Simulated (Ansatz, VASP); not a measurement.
**One calculation of CS2, two programs**

```xyz
30
Lattice="9.2832 0.0000 0.0000 0.0000 9.2832 0.0000 0.0000 0.0000 9.2832" Properties=species:S:1:pos:R:3 pbc="T T T"
S     0.3428    6.5200    3.9757
S     0.9766    3.8567    5.4710
S     8.3476    9.0124    1.4346
S     6.2894    8.3572    3.6841
S     4.0561    5.7356    6.2871
S     4.8411    2.7760    5.7079
S    -0.0392    5.6265   10.0386
S     1.5628    7.3502    7.9968
S     2.6970    8.4255    2.6701
S     4.6044    9.7561    0.5864
S     7.3881    3.2313    3.2252
S     6.7857    3.0031    0.1777
S     4.0505    4.8134    2.8233
S     5.0526    6.3490    0.2954
S     7.5034    5.6800    6.8447
S     6.7905    8.6838    7.2761
S     1.1392    2.5377    1.7633
S     3.1261    3.4141   -0.4822
S     0.4473    1.5206    7.6636
S     0.3455    0.3636    4.7729
C     0.6791    5.1927    4.7212
C     7.3010    8.6941    2.5483
C     4.4587    4.2604    6.0014
C     0.7736    6.4722    9.0174
C     3.6437    9.1041    1.6255
C     7.0884    3.1127    1.7029
C     4.5583    5.5927    1.5695
C     7.1405    7.1773    7.0470
C     2.1593    2.9772    0.6624
C     0.3958    0.9268    6.2249
```

Alike in both runs: functional PBEsol; k mesh 1 × 1 × 1; occupations fermi-dirac, width 0.05 eV; no spin polarisation.

Ansatz relaxed the structure, and its values are those at the end. VASP's run is a single point on that final structure, the one shown.

```csv
,VASP,Ansatz
version,VASP 6.6.1,Ansatz 0.2.0
potentials or method,"VASP PAW PBE potentials, release 64 (S, C), cutoff 520 eV","scalar-relativistic, plane waves, PAW"
valence electrons in the cell,160,160
```

|  | VASP | Ansatz | Ansatz less VASP |
| --- | --- | --- | --- |
| rms of the force components (eV/Å) | 0.158 | 0.070 | -0.0872 |

VASP's potentials were made for PBE, not for PBEsol.
